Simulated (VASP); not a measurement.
# MgO (P6_3/mmc) in VASP: notebook

The runs below take MgO through single point, with PBE.

Program: VASP 6.6.1. These are calculated values, not measurements. Logs are shortened: lines on timing, memory, paths and dates and some standing lists are left out, and cuts for length are marked.

### Step 1. The cell of the first run

The structure is hexagonal, space group P6_3/mmc (No. 194). The conventional cell has a = 3.416 Å, b = 3.416 Å, c = 4.451 Å, α = 90.00°, β = 90.00°, γ = 120.00°. Within 2.6 Å of Mg (site symmetry -6m2) lie 5 O at 1.97 to 2.23 Å. Within 2.6 Å of O (site symmetry -6m2) lie 5 Mg at 1.97 to 2.23 Å.

### Step 2. Single point, PBE

File INCAR:

```
SYSTEM = MgO
PREC = Accurate ; ENCUT = 520
EDIFF = 1E-6 ; ISMEAR = 0
SIGMA = 0.05 ; LREAL = .FALSE.
LASPH = .TRUE. ; NELM = 100
ALGO = Normal ; ISIF = 2
LWAVE = .FALSE. ; LCHARG = .FALSE.
GGA = PE ; NBANDS = 16
```

File KPOINTS:

```
regular mesh
0
G
  9 9 6
  0 0 0
```

File POSCAR:

```
MgO
1.0
    3.4157000000      0.0000000000      0.0000000000
   -1.7078500000      2.9580829717      0.0000000000
    0.0000000000      0.0000000000      4.4514000000
Mg O
2 2
Direct
    0.6666666667      0.3333333333      0.7500000000
    0.3333333333      0.6666666667      0.2500000000
    0.6666666667      0.3333333333      0.2500000000
    0.3333333333      0.6666666667      0.7500000000
```

Potentials or basis: VASP PAW PBE potentials, release 64 (Mg, O).

On the command line:

```sh
$ cat potpaw_PBE.64/Mg/POTCAR potpaw_PBE.64/O/POTCAR > POTCAR
$ mpirun -np 1 vasp_std > vasp.out
```

OUTCAR:

```text
SYSTEM = MgO
   PREC = Accurate
   ENCUT = 520
   EDIFF = 1E-6
   ISMEAR = 0
   LREAL = .FALSE.
   LASPH = .TRUE.
   NELM = 100
   ISIF = 2
   GGA = PE

 ion  position               nearest neighbor table
   1  0.667  0.333  0.750-   4 1.97   4 1.97   4 1.97   3 2.23   3 2.23   2 2.97   2 2.97   2 2.97
                             2 2.97   2 2.97   2 2.97
   2  0.333  0.667  0.250-   3 1.97   3 1.97   3 1.97   4 2.23   4 2.23   1 2.97   1 2.97   1 2.97
                             1 2.97   1 2.97   1 2.97
   3  0.667  0.333  0.250-   2 1.97   2 1.97   2 1.97   1 2.23   1 2.23
   4  0.333  0.667  0.750-   1 1.97   1 1.97   1 1.97   2 2.23   2 2.23

  LATTYP: Found a hexagonal cell.
 ALAT       =     3.4157000000
 C/A-ratio  =     1.3032174957

  Lattice vectors:

 A1 = (   3.4157000000,   0.0000000000,   0.0000000000)
 A2 = (  -1.7078500000,   2.9580829717,   0.0000000000)
 A3 = (   0.0000000000,   0.0000000000,   4.4514000000)

Analysis of symmetry for initial positions (statically):
=====================================================================
 Subroutine PRICEL returns:
 Original cell was already a primitive cell.

 Routine SETGRP: Setting up the symmetry group for a
 hexagonal supercell.

 Subroutine GETGRP returns: Found 24 space group operations
 (whereof 12 operations were pure point group operations)
 out of a pool of 24 trial point group operations.

The static configuration has the point symmetry D_3d.
 The point group associated with its full space group is D_6h.

Analysis of symmetry for dynamics (positions and initial velocities):
=====================================================================
 Subroutine PRICEL returns:
 Original cell was already a primitive cell.

 Routine SETGRP: Setting up the symmetry group for a
 hexagonal supercell.

 Subroutine GETGRP returns: Found 24 space group operations
 (whereof 12 operations were pure point group operations)
 out of a pool of 24 trial point group operations.

The dynamic configuration has the point symmetry D_3d.
 The point group associated with its full space group is D_6h.

 Subroutine INISYM returns: Found 24 space group operations
 (whereof 12 operations are pure point group operations),
 and found     1 'primitive' translations

----------------------------------------------------------------------------------------

                                     Primitive cell

  volume of cell :      44.9766

  direct lattice vectors                    reciprocal lattice vectors
     3.415700000  0.000000000  0.000000000     0.292765758  0.169028389  0.000000000
    -1.707850000  2.958082972  0.000000000     0.000000000  0.338056779  0.000000000
     0.000000000  0.000000000  4.451400000     0.000000000  0.000000000  0.224648425

  length of vectors
     3.415700000  3.415700000  4.451400000     0.338056779  0.338056779  0.224648425

  position of ions in fractional coordinates (direct lattice)
     0.666666667  0.333333333  0.750000000
     0.333333333  0.666666667  0.250000000
     0.666666667  0.333333333  0.250000000
     0.333333333  0.666666667  0.750000000

  ion indices of the primitive-cell ions
   primitive index   ion index
                 1           1
                 2           2
                 3           3
                 4           4

----------------------------------------------------------------------------------------

 KPOINTS: regular mesh

Automatic generation of k-mesh.
 Grid dimensions read from file:
 generate k-points for:    9    9    6

 Generating k-lattice:

  Cartesian coordinates                     Fractional coordinates (reciprocal lattice)
     0.032529529  0.018780932  0.000000000     0.111111111  0.000000000  0.000000000
     0.000000000  0.037561864  0.000000000     0.000000000  0.111111111  0.000000000
     0.000000000  0.000000000  0.037441404     0.000000000  0.000000000  0.166666667

  Length of vectors
     0.037561864  0.037561864  0.037441404

  Shift w.r.t. Gamma in fractional coordinates (k-lattice)
     0.000000000  0.000000000  0.000000000

 Subroutine IBZKPT returns following result:
 ===========================================

 Found     48 irreducible k-points:

 Following reciprocal coordinates:
            Coordinates               Weight
  0.000000  0.000000  0.000000      1.000000
  0.111111  0.000000  0.000000      6.000000
  0.222222 -0.000000  0.000000      6.000000
  0.333333  0.000000  0.000000      6.000000
  0.444444 -0.000000  0.000000      6.000000
  0.111111  0.111111  0.000000      6.000000
[... 16 lines left out ...]
  0.333333  0.222222  0.166667     24.000000
  0.333333  0.333333  0.166667      4.000000
 [... further k-points ...]
   k-points           NKPTS =     48   k-points in BZ     NKDIM =     48   number of bands    NBANDS=     16
   number of dos      NEDOS =    301   number of ions     NIONS =      4
   total plane-waves  NPLWV =  28224
   dimension x,y,z NGX =    28 NGY =   28 NGZ =   36
   dimension x,y,z NGXF=    56 NGYF=   56 NGZF=   72
   ions per type =               2   2
   NGX,Y,Z   is equivalent  to a cutoff of  13.63, 13.63, 13.44 a.u.
   NGXF,Y,Z  is equivalent  to a cutoff of  27.26, 27.26, 26.89 a.u.
 SYSTEM =  MgO
   PREC   = accura    normal or accurate (medium, high low for compatibility)
   ISTART =      0    job   : 0-new  1-cont  2-samecut
   ICHARG =      2    charge: 1-file 2-atom 10-const
   ISPIN  =      1    spin polarized calculation?
   LNONCOLLINEAR =      F non collinear calculations
   LSORBIT =      F    spin-orbit coupling
   LASPH  =      T    aspherical Exc in radial PAW
   ENCUT  =  520.0 eV  38.22 Ry    6.18 a.u.   6.35  6.35  8.28*2*pi/ulx,y,z
   NELM   =    100;   NELMIN=  2; NELMDL= -5     # of ELM steps
   EDIFF  = 0.1E-05   stopping-criterion for ELM
   LREAL  =      F    real-space projection
   EDIFFG = 0.1E-04   stopping-criterion for IOM
   NSW    =      0    number of steps for IOM
   IBRION =     -1    ionic relax: 0-MD 1-quasi-New 2-CG
   NFREE  =      0    steps in history (QN), initial steepest desc. (CG)
   ISIF   =      2    stress and relaxation
   ISYM   =      2    0-nonsym 1-usesym 2-fastsym
   POTIM  = 0.5000    time-step for ionic-motion
   TEBEG  =    0.0;   TEEND  =   0.0 temperature during run
   PSTRESS=    0.0 pullay stress
   NELECT =      16.0000    total number of electrons
   NUPDOWN=      -1.0000    fix difference up-down
   EMIN   =  10.00;   EMAX   =-10.00  energy-range for DOS
   EFERMI =   0.00;   METHOD = LEGACY
   ISMEAR =     0;   SIGMA  =   0.05  broadening in eV -4-tet -1-fermi 0-gaus
   EFERMI_NEDOS =   21; number of points for ismear=-14 and -15
   IALGO  =     38    algorithm
   IMIX   =      4    mixing-type and parameters
     AMIX     =   0.40;   BMIX     =  1.00
     AMIX_MAG =   1.60;   BMIX_MAG =  1.00
  volume/ion in A,a.u.               =      11.24        75.88
  Fermi-wavevector in a.u.,A,eV,Ry     =   1.159986  2.192055 18.307545  1.345567
  Thomas-Fermi vector in A             =   2.296573
   LORBIT       =      0    0 simple, 1 ext, 2 COOP (PROOUT), +10 PAW based schemes
   GGA     = PE    functional components
   LHFCALC =     F    Hartree Fock is set to
   AEXX    =    0.0000 exact exchange contribution
   IVDW    =     0    specifies the selected vdW correction
   LEPSILON=     F    determine dielectric tensor
   LRPA    =     F    only Hartree local field effects (RPA)
 non-spin polarized calculation
 Gauss-broadening in eV      SIGMA  =   0.05
  energy-cutoff  :      520.00
  volume of cell :       44.98
 maximum number of plane-waves:      1229
 NGX is ok and might be reduce to    28
   NGX = 13   NGY = 13   NGZ = 17

 number of electron      15.9999999 magnetization

 Free energy of the ion-electron system (eV)
  ---------------------------------------------------
  ext. energy  EPLUGINS =         0.00000000
  ---------------------------------------------------
  free energy    TOTEN  =       -23.58407348 eV

  energy without entropy =      -23.58407348  energy(sigma->0) =      -23.58407348

 E-fermi :   2.2023     XC(G=0):  -9.9897

 val. band max:        1.9701701022   @ k =   0.0000   0.0000   0.0000
 cond. band min:       5.1952763735   @ k =   0.0000   0.0000   0.0000
 fundamental gap:      3.2251062713
 Fermi energy:         2.2023053444

 k-point     1 :       0.0000    0.0000    0.0000
  band No.  band energies     occupation
      1     -14.9518      2.00000
      2     -13.7572      2.00000
      3      -1.8192      2.00000
      4       0.3021      2.00000
      5       0.3021      2.00000
      6       1.0053      2.00000
[... 8 lines left out ...]
     15      17.5690      0.00000
     16      17.6167      0.00000

 k-point     2 :       0.1111    0.0000    0.0000
  band No.  band energies     occupation
      1     -14.8899      2.00000
      2     -13.7555      2.00000
      3      -1.7135      2.00000
      4       0.0766      2.00000
      5       0.2141      2.00000
      6       0.6873      2.00000
[... 8 lines left out ...]
     15      16.9660      0.00000
     16      17.0298      0.00000

 k-point     3 :       0.2222   -0.0000    0.0000
  band No.  band energies     occupation
      1     -14.7206      2.00000
      2     -13.7614      2.00000
      3      -1.4104      2.00000
      4      -0.5641      2.00000
      5       0.0302      2.00000
      6       0.2202      2.00000
[... 8 lines left out ...]
     15      16.0191      0.00000
     16      16.0836      0.00000

 k-point     4 :       0.3333    0.0000    0.0000
  band No.  band energies     occupation
      1     -14.4932      2.00000
      2     -13.7988      2.00000
      3      -1.2415      2.00000
      4      -0.9608      2.00000
      5      -0.1427      2.00000
      6      -0.1198      2.00000
[... 8 lines left out ...]
     15      15.7226      0.00000
     16      16.3463      0.00000

 k-point     5 :       0.4444   -0.0000    0.0000
  band No.  band energies     occupation
      1     -14.2969      2.00000
      2     -13.8687      2.00000
      3      -1.6384      2.00000
      4      -0.5103      2.00000
      5      -0.3050      2.00000
      6      -0.2430      2.00000
[... 8 lines left out ...]
     15      15.6371      0.00000
     16      16.7859      0.00000

 k-point     6 :       0.1111    0.1111    0.0000
  band No.  band energies     occupation
      1     -14.7741      2.00000
      2     -13.7576      2.00000
      3      -1.5088      2.00000
      4      -0.2381      2.00000
      5      -0.1561      2.00000
      6       0.4818      2.00000
[... 8 lines left out ...]
     15      16.3087      0.00000
     16      16.3223      0.00000
[... 267 lines left out ...]
 k-point    21 :       0.4444    0.1111    0.1667
  band No.  band energies     occupation
      1     -14.2022      2.00000
      2     -13.9131      2.00000
      3      -1.7730      2.00000
      4      -0.7794      2.00000
      5      -0.4824      2.00000
      6       0.1370      2.00000
[... 8 lines left out ...]
     15      15.2290      0.00000
     16      16.9973      0.00000

 k-point    22 :       0.2222    0.2222    0.1667
  band No.  band energies     occupation
      1     -14.3329      2.00000
      2     -13.8616      2.00000
      3      -1.3054      2.00000
      4      -1.2257      2.00000
      5      -0.1744      2.00000
      6       0.0565      2.00000
[... 8 lines left out ...]
     15      15.3975      0.00000
     16      17.5335      0.00000

 k-point    23 :       0.3333    0.2222    0.1667
  band No.  band energies     occupation
      1     -14.1634      2.00000
      2     -13.9296      2.00000
      3      -1.5613      2.00000
      4      -0.9670      2.00000
      5      -0.5783      2.00000
      6       0.3272      2.00000
[... 8 lines left out ...]
     15      15.2984      0.00000
     16      17.5991      0.00000

 k-point    24 :       0.3333    0.3333    0.1667
  band No.  band energies     occupation
      1     -14.0288      2.00000
      2     -14.0288      2.00000
      3      -1.4930      2.00000
      4      -0.8603      2.00000
      5      -0.8603      2.00000
      6       0.4714      2.00000
[... 8 lines left out ...]
     15      15.3298      0.00000
     16      18.5172      0.00000

 [... further k-points ...]
[... 5 lines left out ...]
  --------------------------------------------------------------------------------------
  -------------------------------------------------------------------------------------
  Total        1.7061244      1.7061244     -1.5543514      0.0000000      0.0000000      0.0000000
  in kB       60.7763460     60.7763460    -55.3698196      0.0000000      0.0000000      0.0000000
  external PRESSURE =      22.0609575 kB  Pullay stress =       0.0000000 kB

 VOLUME and BASIS-vectors are now :
 -----------------------------------------------------------------------------
  energy-cutoff  :      520.00
  volume of cell :       44.98
      direct lattice vectors                 reciprocal lattice vectors
     3.415700000  0.000000000  0.000000000     0.292765758  0.169028389  0.000000000
    -1.707850000  2.958082972  0.000000000     0.000000000  0.338056779  0.000000000
     0.000000000  0.000000000  4.451400000     0.000000000  0.000000000  0.224648425

 POSITION                                       TOTAL-FORCE (eV/Angst)
 -----------------------------------------------------------------------------------
      1.70785      0.98603      3.33855         0.000000      0.000000      0.000000
     -0.00000      1.97206      1.11285         0.000000      0.000000      0.000000
      1.70785      0.98603      1.11285        -0.000000     -0.000000      0.000000
     -0.00000      1.97206      3.33855        -0.000000     -0.000000      0.000000
 -----------------------------------------------------------------------------------
    total drift:                                0.000000     -0.000000      0.000000

  FREE ENERGIE OF THE ION-ELECTRON SYSTEM (eV)
  ---------------------------------------------------
  free  energy   TOTEN  =       -23.5840734820 eV

  energy  without entropy=      -23.5840734820  energy(sigma->0) =      -23.58407348
```

Wall time 15 s (1 thread of Intel Xeon 6975P-C (Granite Rapids), shared host); peak memory 0.18 GiB.

Results:

```yaml
Free_energy: -23.5841 eV
Pressure: 2.2 GPa
Band_gap_on_the_k_mesh: 3.23 eV, direct
```

Stress tensor (GPa, compression positive):
```
 6.08  0.00  0.00
 0.00  6.08  0.00
 0.00  0.00 -5.54
```

Levels at points of the mesh, in eV from the valence-band top:
```csv
k point,band 5,band 6,band 7,band 8,band 9,band 10,band 11,band 12
"(0.00, 0.00, 0.00)",-1.67,-0.96,-0.96,0.00,3.23,9.01,11.27,12.90
"(0.00, 0.00, 0.50)",-1.33,-1.33,-1.33,-1.33,6.18,6.18,13.27,13.27
```

(Continued in part 2 of 2.)
